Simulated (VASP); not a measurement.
**SiC: single point with PBEsol**

Crystal: SiC.

```
Si C
1.0
     0.00000    2.30811    2.30811
     2.30811    0.00000    2.30811
     2.21824    2.21824    0.08986
Si C
1 1
Direct
  0.00000 0.00000 0.00000
  0.75000 0.75000 0.75000
```

- Program: VASP 6.6.1
- Task: single point
- Functional: PBEsol
- Potentials or basis: VASP PAW PBE potentials, release 64 (Si, C)
- Cutoff: 520 eV
- k mesh: 12 × 12 × 12
- Occupations: gaussian, width 0.05 eV
- Spin: no spin polarisation

```yaml
Pressure: -18.9 GPa
Largest_force: 0.387 eV/Å
Band_gap_on_the_k_mesh: 1.13 eV, indirect (least direct gap 3.95 eV)
```

Forces in eV/Å, atoms in the order of the input:
```
Si  -0.224 -0.224  0.224
C    0.224  0.224 -0.224
```

Stress tensor (GPa, compression positive):
```
-18.90   8.42  -8.42
  8.42 -18.90  -8.42
 -8.42  -8.42 -18.90
```

Levels at points of the mesh, in eV from the valence-band top:
| k point | band 1 | band 2 | band 3 | band 4 | band 5 | band 6 | band 7 | band 8 |
| --- | --- | --- | --- | --- | --- | --- | --- | --- |
| (0.00, 0.00, 0.00) | -14.71 | -0.21 | -0.21 | 0.00 | 4.41 | 5.98 | 5.98 | 7.62 |
| (0.50, 0.00, 0.00) | -11.65 | -8.16 | -1.05 | -1.05 | 4.46 | 6.32 | 7.15 | 9.27 |
| (0.50, 0.50, 0.00) | -10.17 | -7.61 | -3.40 | -2.82 | 1.13 | 3.78 | 12.14 | 12.52 |
| (0.00, 0.00, 0.50) | -11.07 | -8.06 | -1.47 | -1.47 | 3.49 | 6.14 | 6.14 | 8.92 |

It took 37 s on 1 thread of Intel Xeon 8259CL, on a shared host, peak memory 0.17 GiB.

Caveat: the PAW data sets were made with another functional, which shifts forces and pressure a little. A k mesh can miss the band edges.
